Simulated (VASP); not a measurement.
Here is a VASP 6.6.1 calculation.

File POSCAR:

```
TiCo3
1.0
    3.6140000000      0.0000000000      0.0000000000
    0.0000000000      3.6140000000      0.0000000000
    0.0000000000      0.0000000000      3.6140000000
Ti Co
1 3
Direct
    0.0000000000      0.0000000000      0.0000000000
    0.0000000000      0.5000000000      0.5000000000
    0.5000000000      0.0000000000      0.5000000000
    0.5000000000      0.5000000000      0.0000000000
```

Contents of INCAR.step1:

```
SYSTEM = TiCo3
PREC = Accurate ; ENCUT = 520
ISMEAR = 0 ; SIGMA = 0.01
LREAL = .FALSE. ; LASPH = .TRUE.
NELM = 150 ; ISPIN = 2
MAGMOM = -0.74 1.48 1.48 1.48 ; LMAXMIX = 4
NBANDS = 32 ; GGA = PE
ALGO = Normal ; EDIFF = 1E-4
LWAVE = .TRUE. ; LCHARG = .FALSE.
```

Contents of INCAR.step2:

```
SYSTEM = TiCo3
PREC = Accurate ; ENCUT = 520
EDIFF = 1E-7 ; ISMEAR = 0
SIGMA = 0.01 ; LREAL = .FALSE.
LASPH = .TRUE. ; NELM = 150
ALGO = Normal ; ISIF = 2
LWAVE = .FALSE. ; LCHARG = .TRUE.
ISPIN = 2 ; MAGMOM = -0.74 1.48 1.48 1.48
LORBIT = 11 ; LMAXMIX = 4
METAGGA = R2SCAN ; LMIXTAU = .TRUE.
LELF = .TRUE. ; LVHAR = .TRUE.
NBANDS = 32 ; ISTART = 1
```

Contents of KPOINTS:

```
Automatic mesh
0
G
  6 6 6
  0 0 0
```

Potentials or basis: VASP PAW PBE potentials, release 64 (Ti_sv, Co).

Command:

```console
$ cat potpaw_PBE.64/Ti_sv/POTCAR potpaw_PBE.64/Co/POTCAR > POTCAR
$ cp INCAR.step1 INCAR
$ mpirun -np 1 vasp_std > vasp.out
$ cp INCAR.step2 INCAR
$ mpirun -np 1 vasp_std > vasp.out
```

(1) Predict the site moments.

(2) Predict the pressure.

Answers

(1) Ti -0.76; Co +1.29 μB.

(2) -4.3 GPa.

Caveat: the cell stands under tension; the PAW data sets were made with another functional, which shifts forces and pressure a little.
